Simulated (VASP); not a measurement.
CsLi2F3, 6 atoms in the cell. The structure is tetragonal, space group I4/mmm (No. 139). The conventional cell has a = 4.057 Å, b = 4.057 Å, c = 10.285 Å, α = 90.00°, β = 90.00°, γ = 90.00°. Cs (site symmetry 4/mmm) has 12 F at 2.87 to 3.27 Å and 10 Li at 3.18 to 3.48 Å within 3.8 Å. Within 2.6 Å of Li (site symmetry 4mm) lie 5 F at 1.96 to 2.12 Å. F (site symmetry -4m2) has 4 Li at 2.12 Å within 2.8 Å. F (site symmetry 4/mmm) has 2 Li at 1.96 Å within 2.6 Å. 

| Property | Result |
| --- | --- |
| Program | VASP 6.6.1 |
| Task | single point |
| Functional | PBEsol |
| Potentials or basis | VASP PAW PBE potentials, release 64 (Cs_sv, Li_sv, F) |
| Cutoff | 520 eV |
| k mesh | 6 × 6 × 6 |
| Occupations | gaussian, width 0.01 eV |
| Spin | no spin polarisation |
| Dipole correction | no |
| Further INCAR settings | ALGO = Normal; EDIFF = 1e-07; NBANDS = 27 |

Potentials or basis: VASP PAW PBE potentials, release 64 (Cs_sv, Li_sv, F).

The run is started by

```console
$ cat potpaw_PBE.64/Cs_sv/POTCAR potpaw_PBE.64/Li_sv/POTCAR potpaw_PBE.64/F/POTCAR > POTCAR
$ mpirun -np 1 vasp_std > vasp.out
```

Hardware: 1 thread of Intel(R) Xeon(R) 6975P-C (Granite Rapids) (shared host).

Q: How long does it take, and how much memory?

A: Run time: 77 s on 1 thread of Intel(R) Xeon(R) 6975P-C (Granite Rapids) (shared host), peak memory 0.33 GiB. Counts: scf iterations 16, k points 30.
